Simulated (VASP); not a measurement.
## Al8N7 (a cell with a defect): single point with LDA

Crystal: Al8N7 (a cell with a defect).

```
Al N
1.0
    -4.01092    4.01092    0.00000
    -4.01092    0.00000    4.01092
     0.00000    4.01092    4.01092
Al N
8 7
Direct
  0.75000 0.75000 0.75000
  0.25000 0.75000 0.75000
  0.75000 0.25000 0.75000
  0.75000 0.75000 0.25000
  0.25000 0.25000 0.75000
  0.25000 0.75000 0.25000
  0.75000 0.25000 0.25000
  0.25000 0.25000 0.25000
  0.53116 0.96884 0.46884
  0.00000 0.50000 0.50000
  0.00000 0.00000 0.00000
  0.50000 0.50000 0.50000
  0.50000 0.00000 0.00000
  0.00000 0.50000 0.00000
  0.50000 0.50000 0.00000
```

This cell differs from its parent crystal: atom 9 moved 0.000 of the way to it and -0.250 Å across, host rigid.

* Program: VASP 6.6.1
* Task: single point
* Functional: LDA
* Potentials or basis: VASP PAW LDA potentials, release 64 (Al, N)
* Cutoff: 520 eV
* k mesh: 4 × 4 × 4
* Occupations: gaussian, width 0.05 eV
* Spin: no spin polarisation

```json
{
  "Largest force": "5.264 eV/Å"
}
```

Forces on the atoms (eV/Å):
```
Al   2.615  0.014 -0.163
Al   0.014  2.615 -0.163
Al   0.000  0.000  2.635
Al   0.000  0.000 -2.598
Al   0.000  0.000  0.093
Al   0.000  0.000 -2.639
Al  -0.014 -2.615 -0.163
Al  -2.615 -0.014 -0.163
N    0.000  0.000  5.264
N    0.015  0.654 -0.538
N   -0.654 -0.015 -0.538
N    0.654  0.015 -0.538
N   -0.015 -0.654 -0.538
N    0.000  0.000 -0.002
N    0.000  0.000  0.055
```

Levels at points of the mesh, in eV from the Fermi level:
```
           k point  band 25  band 26  band 27  band 28  band 29  band 30  band 31  band 32
(0.00, 0.00, 0.00)    -0.55    -0.50     0.25     0.27     0.31     5.64     5.67     5.83
(0.50, 0.00, 0.00)    -0.69    -0.68    -0.25    -0.04     0.02     2.51     5.73     5.74
(0.00, 0.50, 0.00)    -0.78    -0.66    -0.14     0.00     0.00     2.47     5.45     5.72
(0.50, 0.50, 0.00)    -0.75    -0.73    -0.62    -0.54     0.55     2.36     4.93     4.95
(0.00, 0.50, 0.50)    -0.73    -0.67    -0.63    -0.55     0.58     2.32     4.80     4.92
```

It took 8 min on 1 thread of Intel(R) Xeon(R) Platinum 8488C (Sapphire Rapids) (shared host), peak memory 0.23 GiB.

Caveat: the cell carries a net charge on a neutralising background, which shifts energy and pressure; the cell differs from its parent crystal (atom 9 moved 0.000 of the way to it and -0.250 Å across, host rigid); the cell is charged against a uniform background, so pressure and absolute levels hang on convention.
